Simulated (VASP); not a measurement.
# LiAl2H2 in VASP: single point with r2SCAN

Aim: the single point of LiAl2H2 with r2SCAN.

All numbers are computed with VASP 6.6.1; they aren't measurements. Logs are shortened: lines on timing, memory, paths and dates and some standing lists are left out, and cuts for length are marked.

## Step 1: The cell of the first run

The typed cell holds 5 atoms: a = 4.105 Å, b = 4.105 Å, c = 4.283 Å, α = 90.00°, β = 90.00°, γ = 60.00°.

## Step 2: Single point, r2SCAN

Input file POSCAR:

```
LiAl2H2
1.0
    2.0526640000      3.5553140000      0.0000000000
   -2.0526640000      3.5553140000      0.0000000000
    0.0000000000      0.0000000000      4.2832290000
H Al Li
2 2 1
Direct
    0.3333000000      0.3334000000      0.0976000000
    0.6667000000      0.6666000000      0.9024000000
    0.3333000000      0.3334000000      0.4589000000
    0.6667000000      0.6666000000      0.5411000000
    0.0000000000      0.0000000000      0.0000000000
```

Input file INCAR.step1:

```
PREC     = Accurate       # precision mode
ENCUT    = 520            # plane-wave cutoff, eV
ISMEAR   = -1             # smearing method
SIGMA    = 0.1            # smearing width, eV
LREAL    = F              # projectors in reciprocal space
LASPH    = T              # aspherical terms in the spheres
NELM     = 100            # most SCF steps
NBANDS   = 14             # bands
GGA      = PE             # functional
ALGO     = Normal         # electronic algorithm
EDIFF    = 1E-4           # SCF threshold, eV
LWAVE    = T              # write WAVECAR
LCHARG   = F              # write CHGCAR
```

Input file INCAR.step2:

```
PREC     = Accurate       # precision mode
ENCUT    = 520            # plane-wave cutoff, eV
EDIFF    = 1E-6           # SCF threshold, eV
ISMEAR   = -1             # smearing method
SIGMA    = 0.1            # smearing width, eV
LREAL    = F              # projectors in reciprocal space
LASPH    = T              # aspherical terms in the spheres
NELM     = 100            # most SCF steps
ALGO     = Normal         # electronic algorithm
ISIF     = 2              # what is computed and relaxed
LWAVE    = F              # write WAVECAR
LCHARG   = F              # write CHGCAR
METAGGA  = R2SCAN         # meta-GGA
LMIXTAU  = T            
NBANDS   = 14             # bands
ISTART   = 1
```

Input file KPOINTS:

```
regular mesh
0
Gamma
  10 10 8
```

Potentials or basis: VASP PAW PBE potentials, release 64 (H, Al, Li_sv).

Command:

```bash
$ cat potpaw_PBE.64/H/POTCAR potpaw_PBE.64/Al/POTCAR potpaw_PBE.64/Li_sv/POTCAR > POTCAR
$ cp INCAR.step1 INCAR
$ mpirun -np 1 vasp_std > vasp.out
$ cp INCAR.step2 INCAR
$ mpirun -np 1 vasp_std > vasp.out
```

OUTCAR:

```text
PREC = Accurate
   ENCUT = 520
   EDIFF = 1E-6
   ISMEAR = -1
   LREAL = F
   LASPH = T
   NELM = 100
   ISIF = 2
   METAGGA = R2SCAN
   ISTART = 1

 ion  position               nearest neighbor table
   1  0.333  0.333  0.098-   3 1.55
   2  0.667  0.667  0.902-   4 1.55
   3  0.333  0.333  0.459-   1 1.55   4 2.40   4 2.40   4 2.40
   4  0.667  0.667  0.541-   2 1.55   3 2.40   3 2.40   3 2.40
   5  0.000  0.000  0.000-

  LATTYP: Found a hexagonal cell.
 ALAT       =     4.1053242424
 C/A-ratio  =     1.0433351295

  Lattice vectors:

 A1 = (   2.0526640000,  -3.5553140000,   0.0000000000)
 A2 = (   2.0526640000,   3.5553140000,   0.0000000000)
 A3 = (   0.0000000000,   0.0000000000,   4.2832290000)

Analysis of symmetry for initial positions (statically):
=====================================================================
 Subroutine PRICEL returns:
 Original cell was already a primitive cell.

 Routine SETGRP: Setting up the symmetry group for a
 hexagonal supercell.

 Subroutine GETGRP returns: Found  4 space group operations
 (whereof  4 operations were pure point group operations)
 out of a pool of 24 trial point group operations.

The static configuration has the point symmetry C_2h.

Analysis of symmetry for dynamics (positions and initial velocities):
=====================================================================
 Subroutine PRICEL returns:
 Original cell was already a primitive cell.

 Routine SETGRP: Setting up the symmetry group for a
 hexagonal supercell.

 Subroutine GETGRP returns: Found  4 space group operations
 (whereof  4 operations were pure point group operations)
 out of a pool of 24 trial point group operations.

The dynamic configuration has the point symmetry C_2h.

 Subroutine INISYM returns: Found  4 space group operations
 (whereof  4 operations are pure point group operations),
 and found     1 'primitive' translations

----------------------------------------------------------------------------------------

                                     Primitive cell

  volume of cell :      62.5169

  direct lattice vectors                    reciprocal lattice vectors
     2.052664000  3.555314000  0.000000000     0.243585896  0.140634554  0.000000000
    -2.052664000  3.555314000  0.000000000    -0.243585896  0.140634554  0.000000000
     0.000000000  0.000000000  4.283229000     0.000000000  0.000000000  0.233468722

  length of vectors
     4.105324242  4.105324242  4.283229000     0.281268851  0.281268851  0.233468722

  position of ions in fractional coordinates (direct lattice)
     0.333300000  0.333400000  0.097600000
     0.666700000  0.666600000  0.902400000
     0.333300000  0.333400000  0.458900000
     0.666700000  0.666600000  0.541100000
     0.000000000  0.000000000  0.000000000

  ion indices of the primitive-cell ions
   primitive index   ion index
                 1           1
                 2           2
                 3           3
                 4           4
                 5           5

----------------------------------------------------------------------------------------

 KPOINTS: regular mesh

Automatic generation of k-mesh.
 Grid dimensions read from file:
 generate k-points for:   10   10    8

 Generating k-lattice:

  Cartesian coordinates                     Fractional coordinates (reciprocal lattice)
     0.024358590  0.014063455  0.000000000     0.100000000  0.000000000  0.000000000
    -0.024358590  0.014063455  0.000000000     0.000000000  0.100000000  0.000000000
     0.000000000  0.000000000  0.029183590     0.000000000  0.000000000  0.125000000

  Length of vectors
     0.028126885  0.028126885  0.029183590

  Shift w.r.t. Gamma in fractional coordinates (k-lattice)
     0.000000000  0.000000000  0.000000000

 Subroutine IBZKPT returns following result:
 ===========================================

 Found    227 irreducible k-points:

 Following reciprocal coordinates:
            Coordinates               Weight
  0.000000  0.000000  0.000000      1.000000
  0.100000  0.000000  0.000000      4.000000
  0.000000  0.100000  0.000000      2.000000
  0.200000  0.000000  0.000000      4.000000
  0.000000  0.200000  0.000000      2.000000
  0.300000  0.000000  0.000000      4.000000
[... 16 lines left out ...]
  0.400000  0.200000  0.000000      2.000000
  0.200000  0.400000  0.000000      4.000000
 [... further k-points ...]
   k-points           NKPTS =    227   k-points in BZ     NKDIM =    227   number of bands    NBANDS=     14
   number of dos      NEDOS =    301   number of ions     NIONS =      5
   total plane-waves  NPLWV =  32768
   dimension x,y,z NGX =    32 NGY =   32 NGZ =   32
   dimension x,y,z NGXF=    64 NGYF=   64 NGZF=   64
   ions per type =               2   2   1
   NGX,Y,Z   is equivalent  to a cutoff of  12.96, 12.96, 12.42 a.u.
   NGXF,Y,Z  is equivalent  to a cutoff of  25.92, 25.92, 24.84 a.u.
 SYSTEM =  unknown system
   PREC   = accura    normal or accurate (medium, high low for compatibility)
   ISTART =      1    job   : 0-new  1-cont  2-samecut
   ICHARG =      0    charge: 1-file 2-atom 10-const
   ISPIN  =      1    spin polarized calculation?
   LNONCOLLINEAR =      F non collinear calculations
   LSORBIT =      F    spin-orbit coupling
   LASPH  =      T    aspherical Exc in radial PAW
   ENCUT  =  520.0 eV  38.22 Ry    6.18 a.u.   7.63  7.63  7.96*2*pi/ulx,y,z
   NELM   =    100;   NELMIN=  2; NELMDL=  0     # of ELM steps
   EDIFF  = 0.1E-05   stopping-criterion for ELM
   LREAL  =      F    real-space projection
   EDIFFG = 0.1E-04   stopping-criterion for IOM
   NSW    =      0    number of steps for IOM
   IBRION =     -1    ionic relax: 0-MD 1-quasi-New 2-CG
   NFREE  =      0    steps in history (QN), initial steepest desc. (CG)
   ISIF   =      2    stress and relaxation
   ISYM   =      2    0-nonsym 1-usesym 2-fastsym
   POTIM  = 0.5000    time-step for ionic-motion
   TEBEG  =    0.0;   TEEND  =   0.0 temperature during run
   PSTRESS=    0.0 pullay stress
   NELECT =      11.0000    total number of electrons
   NUPDOWN=      -1.0000    fix difference up-down
   EMIN   =  10.00;   EMAX   =-10.00  energy-range for DOS
   EFERMI =   0.00;   METHOD = LEGACY
   ISMEAR =    -1;   SIGMA  =   0.10  broadening in eV -4-tet -1-fermi 0-gaus
   EFERMI_NEDOS =   21; number of points for ismear=-14 and -15
   IALGO  =     38    algorithm
   IMIX   =      4    mixing-type and parameters
     AMIX     =   0.40;   BMIX     =  1.00
     AMIX_MAG =   1.60;   BMIX_MAG =  1.00
  volume/ion in A,a.u.               =      12.50        84.38
  Fermi-wavevector in a.u.,A,eV,Ry     =   0.917360  1.733560 11.449986  0.841550
  Thomas-Fermi vector in A             =   2.042321
   LORBIT       =      0    0 simple, 1 ext, 2 COOP (PROOUT), +10 PAW based schemes
   METAGGA = R2SCAN    functional components
   LHFCALC =     F    Hartree Fock is set to
   AEXX    =    0.0000 exact exchange contribution
   IVDW    =     0    specifies the selected vdW correction
   LEPSILON=     F    determine dielectric tensor
   LRPA    =     F    only Hartree local field effects (RPA)
 non-spin polarized calculation
  energy-cutoff  :      520.00
  volume of cell :       62.52
 maximum number of plane-waves:      1716
   NGX = 15   NGY = 15   NGZ = 15

 number of electron      10.9999988 magnetization

 Free energy of the ion-electron system (eV)
  ---------------------------------------------------
  ext. energy  EPLUGINS =         0.00000000
  ---------------------------------------------------
  free energy    TOTEN  =       -21.23738915 eV

  energy without entropy =      -21.19428975  energy(sigma->0) =      -21.21583945

 E-fermi :   3.3345     XC(G=0):  -9.2632

 val. band max:        3.3109367863   @ k =   0.0000   0.2000   0.3750
 cond. band min:       3.3366523593   @ k =   0.0000   0.3000   0.1250
 fundamental gap:      0.0257155730
 Fermi energy:         3.3345369690

 k-point     1 :       0.0000    0.0000    0.0000
  band No.  band energies     occupation
      1     -44.7975      2.00000
      2      -5.9613      2.00000
      3       0.1887      2.00000
      4       1.6261      2.00000
      5       4.7114      0.00000
      6       4.7135      0.00000
      7       5.0243      0.00000
      8       6.9318      0.00000
      9       6.9338      0.00000
     10      11.4135      0.00000
     11      12.5614      0.00000
     12      13.6920      0.00000
     13      13.6936      0.00000
     14      13.8963      0.00000

 k-point     2 :       0.1000    0.0000    0.0000
  band No.  band energies     occupation
      1     -44.7975      2.00000
      2      -5.8574      2.00000
      3       0.1050      2.00000
      4       1.6637      2.00000
      5       3.7379      0.03479
      6       4.3523      0.00008
      7       5.5987      0.00000
      8       7.1751      0.00000
      9       7.5062      0.00000
     10      11.3818      0.00000
     11      12.0908      0.00000
     12      13.1484      0.00000
     13      13.3892      0.00000
     14      14.2171      0.00000
[... 343 lines left out ...]
      1     -44.7973      2.00000
      2      -4.7654      2.00000
      3      -1.3426      2.00000
      4       1.4160      2.00000
      5       2.7259      1.99546
      6       2.8025      1.99027
      7       6.5644      0.00000
      8       8.3561      0.00000
      9       8.6265      0.00000
     10       9.3479      0.00000
     11      10.0166      0.00000
     12      12.1108      0.00000
     13      14.2726      0.00000
     14      15.0497      0.00000

 k-point    24 :       0.2000    0.4000    0.0000
  band No.  band energies     occupation
      1     -44.7973      2.00000
      2      -4.7656      2.00000
      3      -1.3418      2.00000
      4       1.4153      2.00000
      5       2.7261      1.99546
      6       2.8022      1.99030
      7       6.5647      0.00000
      8       8.3548      0.00000
      9       8.6275      0.00000
     10       9.3494      0.00000
     11      10.0157      0.00000
     12      12.1104      0.00000
     13      14.2730      0.00000
     14      15.0497      0.00000

 [... further k-points ...]

------------------------ aborting loop because EDIFF is reached ----------------------------------------

  FORCE on cell =-STRESS in cart. coord.  units (eV):
  Direction    XX          YY          ZZ          XY          YZ          ZX
  --------------------------------------------------------------------------------------
  -------------------------------------------------------------------------------------
  Total        4.6336445      4.6422406      6.6724568      0.0074542      0.0007944     -0.0013758
  in kB      118.7506987    118.9709983    171.0012308      0.1910362      0.0203581     -0.0352594
  external PRESSURE =     136.2409759 kB  Pullay stress =       0.0000000 kB

 VOLUME and BASIS-vectors are now :
 -----------------------------------------------------------------------------
  energy-cutoff  :      520.00
  volume of cell :       62.52
      direct lattice vectors                 reciprocal lattice vectors
     2.052664000  3.555314000  0.000000000     0.243585896  0.140634554  0.000000000
    -2.052664000  3.555314000  0.000000000    -0.243585896  0.140634554  0.000000000
     0.000000000  0.000000000  4.283229000     0.000000000  0.000000000  0.233468722

 POSITION                                       TOTAL-FORCE (eV/Angst)
 -----------------------------------------------------------------------------------
     -0.00021      2.37033      0.41804         0.000249     -0.000144     -1.484312
      0.00021      4.74030      3.86519        -0.000249      0.000144      1.484312
     -0.00021      2.37033      1.96557         0.004515     -0.002607     -0.082192
      0.00021      4.74030      2.31766        -0.004515      0.002607      0.082192
      0.00000      0.00000      0.00000         0.000000      0.000000      0.000000
 -----------------------------------------------------------------------------------
    total drift:                                0.000000     -0.000000     -0.000000

  FREE ENERGIE OF THE ION-ELECTRON SYSTEM (eV)
  ---------------------------------------------------
  free  energy   TOTEN  =       -21.2373891506 eV

  energy  without entropy=      -21.1942897518  energy(sigma->0) =      -21.21583945
```

Run time: 6.2 min. Hardware: 1 thread of Intel Xeon Platinum 8259CL at 2.50GHz (Skylake/Cascade Lake), shared host; peak memory 0.32 GiB.

Results:

```
Free energy   : -21.2374 eV
Largest force : 1.484 eV/Å
```

Forces in eV/Å, atoms in the order of the input:
```
H    0.000  0.000 -1.484
H    0.000  0.000  1.484
Al   0.005 -0.003 -0.082
Al  -0.005  0.003  0.082
Li   0.000  0.000  0.000
```

Caveat: the cutoff is under 1.25 times the usual one of these potentials, so pressure, stress and relaxed cells hold a basis-set (Pulay) error; the PAW data sets were made with another functional, which shifts forces and pressure a little.
